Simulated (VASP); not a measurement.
# H (Fd-3m) in VASP: notebook, part 2 of 2

VASP 6.6.1. The steps go on from the part before.

## 3. Single point, PBE

File INCAR:

```
PREC = Accurate
ENCUT = 500
EDIFF = 1E-6
ISMEAR = -1
SIGMA = 0.1
LREAL = False
LASPH = True
NELM = 120
ALGO = Normal
ISIF = 2
LWAVE = False
LCHARG = False
GGA = PE
NBANDS = 14
GGA_COMPAT = False
```

File KPOINTS:

```
regular mesh
0
Gamma
  2 2 2
```

File POSCAR:

```
H
1.0
    3.0145473100      0.0000000000      0.0000000000
    0.0000000000      3.0145473100      0.0000000000
    0.0000000000      0.0000000000      3.0145473100
H
8
Direct
    0.5000000000      0.5000000000      0.0000000000
    0.0000000000      0.0000000000      0.0000000000
    0.5000000000      0.0000000000      0.5000000000
    0.0000000000      0.5000000000      0.5000000000
    0.7500000000      0.2500000000      0.2500000000
    0.2500000000      0.7500000000      0.2500000000
    0.7500000000      0.7500000000      0.7500000000
    0.2500000000      0.2500000000      0.7500000000
```

Potentials or basis: VASP PAW PBE potentials, release 64 (H).

Started as:

```sh
$ cat potpaw_PBE.64/H/POTCAR > POTCAR
$ mpirun -np 1 vasp_std > vasp.out
```

OUTCAR:

```text
PREC = Accurate
   ENCUT = 500
   EDIFF = 1E-6
   ISMEAR = -1
   LREAL = False
   LASPH = True
   NELM = 120
   ISIF = 2
   GGA = PE

 ion  position               nearest neighbor table
   1  0.500  0.500  0.000-
   2  0.000  0.000  0.000-
   3  0.500  0.000  0.500-
   4  0.000  0.500  0.500-
   5  0.750  0.250  0.250-
   6  0.250  0.750  0.250-
   7  0.750  0.750  0.750-
   8  0.250  0.250  0.750-

  LATTYP: Found a simple cubic cell.
 ALAT       =     3.0145473100

  Lattice vectors:

 A1 = (   3.0145473100,   0.0000000000,   0.0000000000)
 A2 = (   0.0000000000,   3.0145473100,   0.0000000000)
 A3 = (   0.0000000000,   0.0000000000,   3.0145473100)

Analysis of symmetry for initial positions (statically):
=====================================================================
 Subroutine PRICEL returns following result:

  LATTYP: Found a face centered cubic cell.
 ALAT       =     3.0145473100

  Lattice vectors:

 A1 = (   1.5072736550,  -1.5072736550,   0.0000000000)
 A2 = (   1.5072736550,   0.0000000000,   1.5072736550)
 A3 = (   0.0000000000,  -1.5072736550,   1.5072736550)

   4 primitive cells build up your supercell.

 Routine SETGRP: Setting up the symmetry group for a
 simple cubic supercell.

 Subroutine GETGRP returns: Found 48 space group operations
 (whereof 24 operations were pure point group operations)
 out of a pool of 48 trial point group operations.

The static configuration has the point symmetry T_d .
 The point group associated with its full space group is O_h .

Analysis of symmetry for dynamics (positions and initial velocities):
=====================================================================
 Subroutine PRICEL returns following result:

  LATTYP: Found a face centered cubic cell.
 ALAT       =     3.0145473100

  Lattice vectors:

 A1 = (   1.5072736550,  -1.5072736550,   0.0000000000)
 A2 = (   1.5072736550,   0.0000000000,   1.5072736550)
 A3 = (   0.0000000000,  -1.5072736550,   1.5072736550)

   4 primitive cells build up your supercell.

 Routine SETGRP: Setting up the symmetry group for a
 simple cubic supercell.

 Subroutine GETGRP returns: Found 48 space group operations
 (whereof 24 operations were pure point group operations)
 out of a pool of 48 trial point group operations.

The dynamic configuration has the point symmetry T_d .
 The point group associated with its full space group is O_h .

 Subroutine INISYM returns: Found 48 space group operations
 (whereof 24 operations are pure point group operations),
 and found     4 'primitive' translations

----------------------------------------------------------------------------------------

                                     Primitive cell

  volume of cell :       6.8487

  direct lattice vectors                    reciprocal lattice vectors
     1.507273655 -1.507273655  0.000000000     0.331724766 -0.331724766 -0.331724766
     1.507273655  0.000000000  1.507273655     0.331724766  0.331724766  0.331724766
     0.000000000 -1.507273655  1.507273655    -0.331724766 -0.331724766  0.331724766
[... 47 lines left out ...]
   total plane-waves  NPLWV =  13824
   dimension x,y,z NGX =    24 NGY =   24 NGZ =   24
   dimension x,y,z NGXF=    48 NGYF=   48 NGZF=   48
   ions per type =               8
   NGX,Y,Z   is equivalent  to a cutoff of  13.24, 13.24, 13.24 a.u.
   NGXF,Y,Z  is equivalent  to a cutoff of  26.47, 26.47, 26.47 a.u.
 SYSTEM =  unknown system
   PREC   = accura    normal or accurate (medium, high low for compatibility)
   ISTART =      0    job   : 0-new  1-cont  2-samecut
   ICHARG =      2    charge: 1-file 2-atom 10-const
   ISPIN  =      1    spin polarized calculation?
   LNONCOLLINEAR =      F non collinear calculations
   LSORBIT =      F    spin-orbit coupling
   LASPH  =      T    aspherical Exc in radial PAW
   ENCUT  =  500.0 eV  36.75 Ry    6.06 a.u.   5.50  5.50  5.50*2*pi/ulx,y,z
   NELM   =    120;   NELMIN=  2; NELMDL= -5     # of ELM steps
   EDIFF  = 0.1E-05   stopping-criterion for ELM
   LREAL  =      F    real-space projection
   EDIFFG = 0.1E-04   stopping-criterion for IOM
   NSW    =      0    number of steps for IOM
   IBRION =     -1    ionic relax: 0-MD 1-quasi-New 2-CG
   NFREE  =      0    steps in history (QN), initial steepest desc. (CG)
   ISIF   =      2    stress and relaxation
   ISYM   =      2    0-nonsym 1-usesym 2-fastsym
   POTIM  = 0.5000    time-step for ionic-motion
   TEBEG  =    0.0;   TEEND  =   0.0 temperature during run
   PSTRESS=    0.0 pullay stress
   NELECT =       8.0000    total number of electrons
   NUPDOWN=      -1.0000    fix difference up-down
   EMIN   =  10.00;   EMAX   =-10.00  energy-range for DOS
   EFERMI =   0.00;   METHOD = LEGACY
   ISMEAR =    -1;   SIGMA  =   0.10  broadening in eV -4-tet -1-fermi 0-gaus
   EFERMI_NEDOS =   21; number of points for ismear=-14 and -15
   IALGO  =     38    algorithm
   IMIX   =      4    mixing-type and parameters
     AMIX     =   0.40;   BMIX     =  1.00
     AMIX_MAG =   1.60;   BMIX_MAG =  1.00
  volume/ion in A,a.u.               =       3.42        23.11
  Fermi-wavevector in a.u.,A,eV,Ry     =   1.086132  2.052492 16.050566  1.179683
  Thomas-Fermi vector in A             =   2.222262
   LORBIT       =      0    0 simple, 1 ext, 2 COOP (PROOUT), +10 PAW based schemes
   GGA     = PE    functional components
   LHFCALC =     F    Hartree Fock is set to
   AEXX    =    0.0000 exact exchange contribution
   IVDW    =     0    specifies the selected vdW correction
   LEPSILON=     F    determine dielectric tensor
   LRPA    =     F    only Hartree local field effects (RPA)
 non-spin polarized calculation
  energy-cutoff  :      500.00
  volume of cell :       27.39
 maximum number of plane-waves:       739
 NGX is ok and might be reduce to    24
   NGX = 11   NGY = 11   NGZ = 11

 number of electron       8.0000006 magnetization

 Free energy of the ion-electron system (eV)
  ---------------------------------------------------
  ext. energy  EPLUGINS =         0.00000000
  ---------------------------------------------------
  free energy    TOTEN  =       -17.52266534 eV

  energy without entropy =      -17.34187490  energy(sigma->0) =      -17.43227012

 E-fermi :   2.2782     XC(G=0): -10.3070

 val. band max:        1.4843217611   @ k =   0.0000   0.0000   0.0000
 cond. band min:       2.3324059957   @ k =   0.5000   0.5000   0.5000
 fundamental gap:      0.8480842347
 Fermi energy:         2.2782146138

 k-point     1 :       0.0000    0.0000    0.0000
  band No.  band energies     occupation
      1     -13.3321      2.00000
      2       1.4843      1.99929
      3       1.4843      1.99929
      4       1.4843      1.99929
      5       1.4843      1.99929
      6       1.4843      1.99929
      7       1.4843      1.99929
      8      20.7397      0.00000
      9      20.7397      0.00000
     10      20.7397      0.00000
     11      20.7397      0.00000
     12      20.7397      0.00000
     13      20.7397      0.00000
     14      23.1846      0.00000
[... 37 lines left out ...]
      1      -4.2990      2.00000
      2      -4.2990      2.00000
      3      -4.2990      2.00000
      4      -4.2990      2.00000
      5       2.3324      0.73548
      6       2.3324      0.73548
      7       2.3324      0.73548
      8       2.3324      0.73548
      9      22.1509      0.00000
     10      22.1509      0.00000
     11      22.1509      0.00000
     12      22.1509      0.00000
     13      33.6655      0.00000
     14      33.6655      0.00000

------------------------ aborting loop because EDIFF is reached ----------------------------------------

  FORCE on cell =-STRESS in cart. coord.  units (eV):
  Direction    XX          YY          ZZ          XY          YZ          ZX
  --------------------------------------------------------------------------------------
  -------------------------------------------------------------------------------------
  Total        1.2805693      1.2805693      1.2805693     -0.0000000     -0.0000000      0.0000000
  in kB       74.8940543     74.8940543     74.8940543     -0.0000000     -0.0000000      0.0000000
  external PRESSURE =      74.8940543 kB  Pullay stress =       0.0000000 kB

 VOLUME and BASIS-vectors are now :
 -----------------------------------------------------------------------------
  energy-cutoff  :      500.00
  volume of cell :       27.39
      direct lattice vectors                 reciprocal lattice vectors
     3.014547310  0.000000000  0.000000000     0.331724766  0.000000000  0.000000000
     0.000000000  3.014547310  0.000000000     0.000000000  0.331724766  0.000000000
     0.000000000  0.000000000  3.014547310     0.000000000  0.000000000  0.331724766

 POSITION                                       TOTAL-FORCE (eV/Angst)
 -----------------------------------------------------------------------------------
      1.50727      1.50727      0.00000         0.000000      0.000000     -0.000000
      0.00000      0.00000      0.00000         0.000000     -0.000000     -0.000000
      1.50727      0.00000      1.50727         0.000000      0.000000      0.000000
      0.00000      1.50727      1.50727         0.000000      0.000000      0.000000
      2.26091      0.75364      0.75364        -0.000000     -0.000000      0.000000
      0.75364      2.26091      0.75364        -0.000000      0.000000      0.000000
      2.26091      2.26091      2.26091        -0.000000      0.000000     -0.000000
      0.75364      0.75364      2.26091        -0.000000     -0.000000     -0.000000
 -----------------------------------------------------------------------------------
    total drift:                                0.000000     -0.000000     -0.000000

  FREE ENERGIE OF THE ION-ELECTRON SYSTEM (eV)
  ---------------------------------------------------
  free  energy   TOTEN  =       -17.5226653354 eV

  energy  without entropy=      -17.3418749005  energy(sigma->0) =      -17.43227012
```

It took 2.4 s on 1 thread of AMD EPYC 7R13 (Zen 3), shared host; peak memory 0.09 GiB.

What came out:

* Free energy: -17.5227 eV
* Pressure: 7.5 GPa
* Band gap on the k mesh: zero (bands 4 and 5 overlap by 0.99 eV)

Caveat: the k points lie up to 1.04 Å⁻¹ apart, too coarse for converged energies and pressures of a metal.
